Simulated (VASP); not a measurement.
The system is Ge.

```
Ge
1.0
     0.00000    2.77116    2.77116
     2.77116    0.00000    2.77116
     2.77116    2.77116    0.00000
Ge
2
Direct
  0.75000 0.75000 0.75000
  0.50000 0.50000 0.50000
```

Base run:

```yaml
Program: VASP 6.6.1
Functional: r2SCAN
Potentials_or_basis: VASP PAW PBE potentials, release 64 (Ge_d)
Cutoff: 520 eV
k_mesh: 8 × 8 × 8
Occupations: fermi-dirac, width 0.05 eV
Spin: no spin polarisation
```

Its results: band gap on the k mesh 0.66 eV, indirect (least direct gap 1.01 eV); pressure 6.1 GPa.

**Question.** After a change of settings the same cell gave: band gap on the k mesh 1.52 eV, indirect (least direct gap 1.77 eV); pressure 10.4 GPa. Which change was it?
A. functional from r2SCAN to PBEsol
B. further incar settings from ALGO = Normal; EDIFF = 1e-06; NBANDS = 21 to ALGO = Normal; EDIFF = 1e-07; NBANDS = 21; dispersion from none to rVV10
C. functional from r2SCAN to PBEsol; dispersion from none to D4
D. functional from r2SCAN to B3LYP5; k mesh from 8 × 8 × 8 to 4 × 4 × 4

**Answer.** D.

Caveats: some runs use coarse meshes; the PAW data sets were made with another functional, which shifts forces and pressure a little.
